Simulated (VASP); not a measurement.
# BAs (F-43m) in VASP: vibrations by perturbation theory with PBEsol

Aim: the vibrations by perturbation theory of BAs with PBEsol.

All numbers are computed with VASP 6.6.1; they aren't measurements. Logs are shortened: lines on timing, memory, paths and dates and some standing lists are left out, and cuts for length are marked.

### 1 The cell of the first run

The structure is cubic, space group F-43m (No. 216). The conventional cell has a = 4.775 Å, b = 4.775 Å, c = 4.775 Å, α = 90.00°, β = 90.00°, γ = 90.00°. Within 2.7 Å of B (site symmetry -43m) lie 4 As at 2.07 Å. Within 2.7 Å of As (site symmetry -43m) lie 4 B at 2.07 Å.

### 2 Vibrations by perturbation theory, PBEsol

The input, INCAR:

```
SYSTEM = BAs
PREC = Accurate ; ENCUT = 500
EDIFF = 1E-8 ; ISMEAR = 0
SIGMA = 0.01 ; LREAL = .False.
LASPH = .True. ; NELM = 120
ALGO = Normal ; ISIF = 2
LWAVE = .False. ; LCHARG = .False.
GGA = PS ; NBANDS = 11
IBRION = 8 ; NSW = 1
GGA_COMPAT = .False.
```

The input, KPOINTS:

```
regular mesh
0
Gamma
  4 4 4
  0 0 0
```

The input, POSCAR:

```
BAs
1.0
    0.0000000000      2.3873634719      2.3873634719
    2.3873634719      0.0000000000      2.3873634719
    2.3873634719      2.3873634719      0.0000000000
B As
1 1
Direct
    0.0000000000      0.0000000000      0.0000000000
    0.2500000000      0.2500000000      0.2500000000
```

Potentials or basis: VASP PAW PBE potentials, release 64 (B, As).

Launch:

```bash
$ cat potpaw_PBE.64/B/POTCAR potpaw_PBE.64/As/POTCAR > POTCAR
$ mpirun -np 1 vasp_std > vasp.out
```

OUTCAR:

```text
SYSTEM = BAs
   PREC = Accurate
   ENCUT = 500
   EDIFF = 1E-8
   ISMEAR = 0
   LREAL = .False.
   LASPH = .True.
   NELM = 120
   ISIF = 2
   GGA = PS
   IBRION = 8
   NSW = 1

 ion  position               nearest neighbor table
   1  0.000  0.000  0.000-   2 2.07   2 2.07   2 2.07   2 2.07
   2  0.250  0.250  0.250-   1 2.07   1 2.07   1 2.07   1 2.07

  LATTYP: Found a face centered cubic cell.
 ALAT       =     4.7747269438

  Lattice vectors:

 A1 = (   0.0000000000,   2.3873634719,   2.3873634719)
 A2 = (   2.3873634719,   0.0000000000,   2.3873634719)
 A3 = (   2.3873634719,   2.3873634719,   0.0000000000)

Analysis of symmetry for initial positions (statically):
=====================================================================
 Subroutine PRICEL returns:
 Original cell was already a primitive cell.

 Routine SETGRP: Setting up the symmetry group for a
 face centered cubic supercell.

 Subroutine GETGRP returns: Found 24 space group operations
 (whereof 24 operations were pure point group operations)
 out of a pool of 48 trial point group operations.

The static configuration has the point symmetry T_d .

Analysis of symmetry for dynamics (positions and initial velocities):
=====================================================================
 Subroutine PRICEL returns:
 Original cell was already a primitive cell.

 Routine SETGRP: Setting up the symmetry group for a
 face centered cubic supercell.

 Subroutine GETGRP returns: Found 24 space group operations
 (whereof 24 operations were pure point group operations)
 out of a pool of 48 trial point group operations.

The dynamic configuration has the point symmetry T_d .

 Subroutine INISYM returns: Found 24 space group operations
 (whereof 24 operations are pure point group operations),
 and found     1 'primitive' translations

----------------------------------------------------------------------------------------

                                     Primitive cell

  volume of cell :      27.2136

  direct lattice vectors                    reciprocal lattice vectors
     0.000000000  2.387363472  2.387363472    -0.209436060  0.209436060  0.209436060
     2.387363472  0.000000000  2.387363472     0.209436060 -0.209436060  0.209436060
     2.387363472  2.387363472  0.000000000     0.209436060  0.209436060 -0.209436060

  length of vectors
     3.376241800  3.376241800  3.376241800     0.362753897  0.362753897  0.362753897

  position of ions in fractional coordinates (direct lattice)
     0.000000000  0.000000000  0.000000000
     0.250000000  0.250000000  0.250000000

  ion indices of the primitive-cell ions
   primitive index   ion index
                 1           1
                 2           2

----------------------------------------------------------------------------------------

 KPOINTS: regular mesh

Automatic generation of k-mesh.
 Grid dimensions read from file:
 generate k-points for:    4    4    4

 Generating k-lattice:

  Cartesian coordinates                     Fractional coordinates (reciprocal lattice)
    -0.052359015  0.052359015  0.052359015     0.250000000  0.000000000  0.000000000
     0.052359015 -0.052359015  0.052359015     0.000000000  0.250000000  0.000000000
     0.052359015  0.052359015 -0.052359015     0.000000000  0.000000000  0.250000000

  Length of vectors
     0.090688474  0.090688474  0.090688474

[... 63 lines left out ...]
   AEXX    =    0.0000 exact exchange contribution
   IVDW    =     0    specifies the selected vdW correction
   LEPSILON=     F    determine dielectric tensor
   LRPA    =     F    only Hartree local field effects (RPA)
 non-spin polarized calculation
 Gauss-broadening in eV      SIGMA  =   0.01
  energy-cutoff  :      500.00
  volume of cell :       27.21
 maximum number of plane-waves:       701
 NGX is ok and might be reduce to    28
   NGX = 13   NGY = 13   NGZ = 13

--------------------------------------- Ionic step        1  -------------------------------------------

 number of electron       8.0000000 magnetization

 Free energy of the ion-electron system (eV)
  ---------------------------------------------------
  ext. energy  EPLUGINS =         0.00000000
  ---------------------------------------------------
  free energy    TOTEN  =       -12.01891141 eV

  energy without entropy =      -12.01891141  energy(sigma->0) =      -12.01891141

 E-fermi :   6.1697     XC(G=0): -10.7196

 val. band max:        6.1006780241   @ k =   0.0000   0.0000   0.0000
 cond. band min:       7.3911715865   @ k =   0.5000   0.5000   0.0000
 fundamental gap:      1.2904935624
 Fermi energy:         6.1697478111

 k-point     1 :       0.0000    0.0000    0.0000
  band No.  band energies     occupation
      1      -9.3631      2.00000
      2       6.1007      2.00000
      3       6.1007      2.00000
      4       6.1007      2.00000
      5       9.3243      0.00000
      6       9.3243      0.00000
      7       9.3243      0.00000
      8      10.8013      0.00000
      9      15.4364      0.00000
     10      19.0109      0.00000
     11      19.0109      0.00000
[... 86 lines left out ...]
  band No.  band energies     occupation
      1      -4.9912      2.00000
      2      -1.9618      2.00000
      3       0.5254      2.00000
      4       0.8238      2.00000
      5      11.2513      0.00000
      6      12.0075      0.00000
      7      12.7494      0.00000
      8      13.0994      0.00000
      9      18.3468      0.00000
     10      21.5729      0.00000
     11      21.7063      0.00000

------------------------ aborting loop because EDIFF is reached ----------------------------------------

  FORCE on cell =-STRESS in cart. coord.  units (eV):
  Direction    XX          YY          ZZ          XY          YZ          ZX
  --------------------------------------------------------------------------------------
  -------------------------------------------------------------------------------------
  Total        0.1482124      0.1482124      0.1482124      0.0000000      0.0000000      0.0000000
  in kB        8.7258868      8.7258868      8.7258868      0.0000000      0.0000000      0.0000000
  external PRESSURE =       8.7258868 kB  Pullay stress =       0.0000000 kB

 VOLUME and BASIS-vectors are now :
 -----------------------------------------------------------------------------
  energy-cutoff  :      500.00
  volume of cell :       27.21
      direct lattice vectors                 reciprocal lattice vectors
     0.000000000  2.387363472  2.387363472    -0.209436060  0.209436060  0.209436060
     2.387363472  0.000000000  2.387363472     0.209436060 -0.209436060  0.209436060
     2.387363472  2.387363472  0.000000000     0.209436060  0.209436060 -0.209436060

 POSITION                                       TOTAL-FORCE (eV/Angst)
 -----------------------------------------------------------------------------------
      0.00000      0.00000      0.00000         0.000000      0.000000      0.000000
      1.19368      1.19368      1.19368        -0.000000     -0.000000     -0.000000
 -----------------------------------------------------------------------------------
    total drift:                               -0.000000     -0.000000     -0.000000

  FREE ENERGIE OF THE ION-ELECTRON SYSTEM (eV)
  ---------------------------------------------------
  free  energy   TOTEN  =       -12.0189114125 eV

  energy  without entropy=      -12.0189114125  energy(sigma->0) =      -12.01891141

[... ionic steps 2 to 3 ...]

--------------------------------------- Ionic step        4  -------------------------------------------

------------------------ aborting loop because EDIFF is reached ----------------------------------------

[... ionic steps 5 to 6 ...]

--------------------------------------- Ionic step        7  -------------------------------------------

 Free energy of the ion-electron system (eV)
  ---------------------------------------------------
  ---------------------------------------------------
  free energy    TOTEN  =        -0.03692089 eV

  energy without entropy =       -0.03692089

------------------------ aborting loop because EDIFF is reached ----------------------------------------

 INTERNAL STRAIN TENSOR  FOR ION    2  DIRECTION 1   (eV/Angst):
 -----------------------------------------------------------------------------
    -0.00465  0.00000 -0.00000
    -0.00000  0.00461 -6.98774
     0.00000 -6.98774  0.00461

 INTERNAL STRAIN TENSOR FOR ION    2 for displacements in x,y,z  (eV/Angst):
          X           Y           Z          XY          YZ          ZX
  --------------------------------------------------------------------------------
  x     0.00000    -0.00000     0.00000    -0.00000    -6.98774    -0.00000
  y    -0.00000     0.00000     0.00000    -0.00000    -0.00000    -6.98774
  z    -0.00000     0.00000     0.00000    -6.98774    -0.00000    -0.00000

 SECOND DERIVATIVES (NOT SYMMETRIZED)
 ------------------------------------
               1X          1Y          1Z          2X          2Y          2Z
  1X   -17.395977    0.000000    0.000000   17.395977    0.000000    0.000000
  1Y     0.000000  -17.395977    0.000000    0.000000   17.395977    0.000000
  1Z     0.000000    0.000000  -17.395977    0.000000    0.000000   17.395977
  2X    17.403607    0.000000    0.000000  -17.403607    0.000000    0.000000
  2Y     0.000000   17.403607    0.000000    0.000000  -17.403607    0.000000
  2Z     0.000000    0.000000   17.403607    0.000000    0.000000  -17.403607

 Eigenvectors and eigenvalues of the dynamical matrix
 ----------------------------------------------------

   1 f  =   21.214048 THz   133.291795 2PiTHz  707.624473 cm-1    87.734214 meV
             X         Y         Z           dx          dy          dz
      0.000000  0.000000  0.000000     0.000000    0.934800    0.000000
      1.193682  1.193682  1.193682     0.000000   -0.355175    0.000000
[... 21 lines left out ...]
   6 f/i=    0.001544 THz     0.009702 2PiTHz    0.051508 cm-1     0.006386 meV
             X         Y         Z           dx          dy          dz
      0.000000  0.000000  0.000000     0.000000    0.000000   -0.355175
      1.193682  1.193682  1.193682     0.000000    0.000000   -0.934800

--------------------------------------------------------------------------------------------------------

 ELASTIC MODULI CONTR FROM IONIC RELAXATION (kBar)
 Direction    XX          YY          ZZ          XY          YZ          ZX
 --------------------------------------------------------------------------------
 XX          -0.0000     -0.0000     -0.0000     -0.0000     -0.0000     -0.0000
 YY          -0.0000     -0.0000      0.0000      0.0000     -0.0000     -0.0000
 ZZ          -0.0000      0.0000     -0.0000     -0.0000      0.0000      0.0000
 XY          -0.0000      0.0000     -0.0000   -172.8302     -0.0000     -0.0000
 YZ          -0.0000     -0.0000      0.0000     -0.0000   -172.8302      0.0000
 ZX          -0.0000     -0.0000      0.0000     -0.0000      0.0000   -172.8302
 --------------------------------------------------------------------------------
```

Wall time 24 s (1 thread of Intel Xeon 6975P-C (Granite Rapids), shared host); peak memory 0.17 GiB.

Results:

```yaml
Highest_phonon_frequency_at_Γ_LO-TO_splitting_left_out: 708 cm⁻¹
```

Phonon frequencies in cm⁻¹ (negative: imaginary):
| q point | frequencies |
| --- | --- |
| (0.000, 0.000, 0.000) | 0 0 0 708 708 708 |

Caveat: the k points lie up to 0.57 Å⁻¹ apart; the PAW data sets were made with another functional, which shifts forces and pressure a little.
